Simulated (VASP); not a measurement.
# Cu (Fm-3m) in VASP: further runs, part 2 of 2

VASP 6.6.1. The steps go on from the part before.

### 4 Relaxation of cell and atoms, PBE, target pressure 7.3 GPa, at which the enthalpy is minimised

This run uses another cell than the first one, of 11.81 Å³/atom, 0.988 times its volume.

Input file INCAR:

```
SYSTEM = Cu
ALGO = Fast ; EDIFF = 1E-6
EDIFFG = -0.05 ; ENCUT = 600
GGA = PE ; IBRION = 2
ISIF = 3 ; ISMEAR = 0
LASPH = .True. ; LCHARG = .False.
LREAL = .False. ; LWAVE = .False.
NELM = 80 ; NSW = 80
PREC = Accurate ; PSTRESS = 73.0
SIGMA = 0.1
```

Input file KPOINTS:

```
k-points
0
Gamma
  10 10 10
  0 0 0
```

Input file POSCAR:

```
Cu
1.0
    0.0000000000      1.8075000000      1.8075000000
    1.8075000000      0.0000000000      1.8075000000
    1.8075000000      1.8075000000      0.0000000000
Cu
1
Direct
    0.0000000000      0.0000000000      0.0000000000
```

The run is started by

```sh
> cat potpaw_PBE.64/Cu/POTCAR > POTCAR
> mpirun -np 1 vasp_std > vasp.out
```

Run time: 7.9 s. Hardware: 1 thread of AMD EPYC 9R45 (Zen 5), shared host; peak memory 0.1 GiB.

It converged, with:

| Quantity | Value |
| --- | --- |
| Free energy | -3.7022 eV |
| Relaxed volume | 11.45 Å³/atom |
| Relaxed cell | a = 2.530 Å, b = 2.530 Å, c = 2.530 Å, α = 60.00°, β = 60.00°, γ = 60.00° |
| Space group after relaxing (to 0.05 Å) | Fm-3m (No. 225) |
| Energy change on relaxing (the enthalpy is what falls) | +11.1 meV/atom |
| Ionic steps | 3 |
| Pressure after relaxing | 7.1 GPa |

Step by step:
```tsv
step	energy change (eV)	largest force (eV/Å)	pressure (GPa)	volume (Å³)
1	0.0000	0.0000	2.99	11.81
2	0.0205	0.0000	9.92	11.28
3	0.0111	0.0000	7.06	11.45
```

Final structure:
```
Cu
1.0
     0.00000    1.78877    1.78877
     1.78877    0.00000    1.78877
     1.78877    1.78877    0.00000
Cu
1
Direct
  0.00000 0.00000 0.00000
```

Levels at points of the mesh, in eV from the Fermi level:
```
           k point  band 3  band 4  band 5  band 6  band 7  band 8  band 9
(0.00, 0.00, 0.00)   -3.01   -3.01   -2.15   -2.15   22.96   25.85   25.85
(0.50, 0.00, 0.00)   -3.05   -1.55   -1.55   -0.98    4.03   21.44   22.68
(0.50, 0.50, 0.00)   -1.57   -1.40   -1.40    1.59    7.45   13.45   13.45
```

Caveat: the cell is relaxed towards a set pressure, so the enthalpy falls and the energy may rise.

### 5 Single point, PBE

This run uses another cell than the first one, of 11.42 Å³/atom, 0.955 times its volume.

Input file INCAR:

```
ALGO = Normal
EDIFF = 1E-6
ENCUT = 520
GGA = PE
ISIF = 2
ISMEAR = -1
LASPH = T
LCHARG = F
LREAL = F
LWAVE = F
NBANDS = 12
NELM = 100
PREC = Accurate
SIGMA = 0.1
```

Input file KPOINTS:

```
k-points
0
Gamma
  20 20 20
```

Input file POSCAR:

```
Cu
1.0
    0.0000000000      1.7872933146      1.7872933146
    1.7872933146      0.0000000000      1.7872933146
    1.7872933146      1.7872933146      0.0000000000
Cu
1
Direct
    0.0000000000      0.0000000000      0.0000000000
```

Potentials or basis: VASP PAW PBE potentials, release 64 (Cu).

The run is started by

```sh
> cat potpaw_PBE.64/Cu/POTCAR > POTCAR
> mpirun -np 1 vasp_std > vasp.out
```

OUTCAR:

```text
EDIFF = 1E-6
   ENCUT = 520
   GGA = PE
   ISIF = 2
   ISMEAR = -1
   LASPH = T
   LREAL = F
   NELM = 100
   PREC = Accurate

 ion  position               nearest neighbor table
   1  0.000  0.000  0.000-

  LATTYP: Found a face centered cubic cell.
 ALAT       =     3.5745866292

  Lattice vectors:

 A1 = (   0.0000000000,   1.7872933146,   1.7872933146)
 A2 = (   1.7872933146,   0.0000000000,   1.7872933146)
 A3 = (   1.7872933146,   1.7872933146,   0.0000000000)

Analysis of symmetry for initial positions (statically):
=====================================================================
 Subroutine PRICEL returns:
 Original cell was already a primitive cell.

 Routine SETGRP: Setting up the symmetry group for a
 face centered cubic supercell.

 Subroutine GETGRP returns: Found 48 space group operations
 (whereof 48 operations were pure point group operations)
 out of a pool of 48 trial point group operations.

The static configuration has the point symmetry O_h .

Analysis of symmetry for dynamics (positions and initial velocities):
=====================================================================
 Subroutine PRICEL returns:
 Original cell was already a primitive cell.

[... 157 lines left out ...]
 Fermi energy:         8.0126212735

 k-point     1 :       0.0000    0.0000    0.0000
  band No.  band energies     occupation
      1      -1.6001      2.00000
      2       4.8776      2.00000
      3       4.8776      2.00000
      4       4.8776      2.00000
      5       5.7438      2.00000
      6       5.7438      2.00000
      7      30.8748      0.00000
      8      33.7833      0.00000
      9      33.7833      0.00000
     10      33.7833      0.00000
     11      36.3070      0.00000
     12      36.3070      0.00000
[... 331 lines left out ...]
 k-point    24 :      -0.3500    0.0500    0.0000
  band No.  band energies     occupation
      1       2.2808      2.00000
      2       4.9039      2.00000
      3       4.9460      2.00000
      4       5.0727      2.00000
      5       6.0752      2.00000
      6       6.3693      2.00000
      7      15.4948      0.00000
      8      28.1914      0.00000
      9      30.5702      0.00000
     10      31.7400      0.00000
     11      33.9647      0.00000
     12      35.7616      0.00000

 [... further k-points ...]
[... 5 lines left out ...]
  --------------------------------------------------------------------------------------
  -------------------------------------------------------------------------------------
  Total        0.5584694      0.5584694      0.5584694      0.0000000      0.0000000     -0.0000000
  in kB       78.3596514     78.3596514     78.3596514      0.0000000      0.0000000     -0.0000000
  external PRESSURE =      78.3596514 kB  Pullay stress =       0.0000000 kB

 VOLUME and BASIS-vectors are now :
 -----------------------------------------------------------------------------
  energy-cutoff  :      520.00
  volume of cell :       11.42
      direct lattice vectors                 reciprocal lattice vectors
     0.000000000  1.787293315  1.787293315    -0.279752627  0.279752627  0.279752627
     1.787293315  0.000000000  1.787293315     0.279752627 -0.279752627  0.279752627
     1.787293315  1.787293315  0.000000000     0.279752627  0.279752627 -0.279752627

 POSITION                                       TOTAL-FORCE (eV/Angst)
 -----------------------------------------------------------------------------------
      0.00000      0.00000      0.00000         0.000000      0.000000      0.000000
 -----------------------------------------------------------------------------------
    total drift:                               -0.000000     -0.000000     -0.000000

  FREE ENERGIE OF THE ION-ELECTRON SYSTEM (eV)
  ---------------------------------------------------
  free  energy   TOTEN  =        -3.7195476175 eV

  energy  without entropy=       -3.7103072706  energy(sigma->0) =       -3.71492744
```

OSZICAR:

```text
N       E                     dE             d eps       ncg     rms          rms(c)
DAV:   1     0.430825696058E+02    0.43083E+02   -0.54125E+03  6816   0.156E+03
DAV:   2    -0.324562997886E+01   -0.46328E+02   -0.42784E+02  6344   0.207E+02
DAV:   3    -0.462946386203E+01   -0.13838E+01   -0.13769E+01  7200   0.406E+01
DAV:   4    -0.463818647289E+01   -0.87226E-02   -0.87214E-02  6972   0.286E+00
DAV:   5    -0.463826594169E+01   -0.79469E-04   -0.79468E-04  7316   0.273E-01    0.773E+00
DAV:   6    -0.407651838875E+01    0.56175E+00   -0.14064E+01  7336   0.717E+01    0.374E+00
DAV:   7    -0.373329886283E+01    0.34322E+00   -0.21612E+00  7356   0.279E+01    0.622E-01
DAV:   8    -0.372086743638E+01    0.12431E-01   -0.43736E-03  7256   0.797E-01    0.274E-01
DAV:   9    -0.371954519570E+01    0.13222E-02   -0.79025E-03  7832   0.155E+00    0.283E-02
DAV:  10    -0.371954876109E+01   -0.35654E-05   -0.33425E-05  8924   0.940E-02    0.802E-03
DAV:  11    -0.371954750085E+01    0.12602E-05   -0.81701E-07  5172   0.171E-02    0.216E-04
DAV:  12    -0.371954761755E+01   -0.11669E-06   -0.63195E-08  3664   0.284E-03
   1 F= -.37195476E+01 E0= -.37149274E+01  d E =-.924035E-02
```

stdout:

```text
POSCAR found type information on POSCAR Cu
 POSCAR found :  1 types and       1 ions
 scaLAPACK will be used
 LDA part: xc-table for (Slater+PW92), standard interpolation
 POSCAR, INCAR and KPOINTS ok, starting setup
 FFT: planning ... GRIDC
 FFT: planning ... GRID_SOFT
 FFT: planning ... GRID
 WAVECAR not read
 entering main loop
```

Run time: 16 s. Hardware: 1 thread of AMD EPYC 9R45 (Zen 5), shared host; peak memory 0.12 GiB.

Results:

| Item | Value |
| --- | --- |
| Free energy | -3.7195 eV |
| Pressure | 7.8 GPa |

### 6 The runs side by side

```tsv
task	cell	k mesh	cutoff (eV)	smearing	gap on the mesh (eV)	pressure (GPa)
single point	a = 2.567 Å, angles 60.0°, 1 atom	20 × 20 × 20	520	gaussian 0.1 eV	none	0.6
single point	a = 2.527 Å, angles 60.0°, 1 atom	10 × 10 × 10	520	gaussian 0.1 eV	none	8.2
relaxation of cell and atoms	relaxed to 7.3 GPa from a = 2.556 Å, angles 60.0°, 1 atom	10 × 10 × 10	600	gaussian 0.1 eV	none	7.1
single point	a = 2.528 Å, angles 60.0°, 1 atom	20 × 20 × 20	520	fermi-dirac 0.1 eV	none	7.8
```

Alike in all rows: level PBE; potentials or basis VASP PAW PBE potentials, release 64 (Cu); no spin polarisation.

Caveats: the cell is relaxed towards a set pressure, so the enthalpy falls and the energy may rise (some runs).

Absolute energies hang on the potentials; compare differences alone.
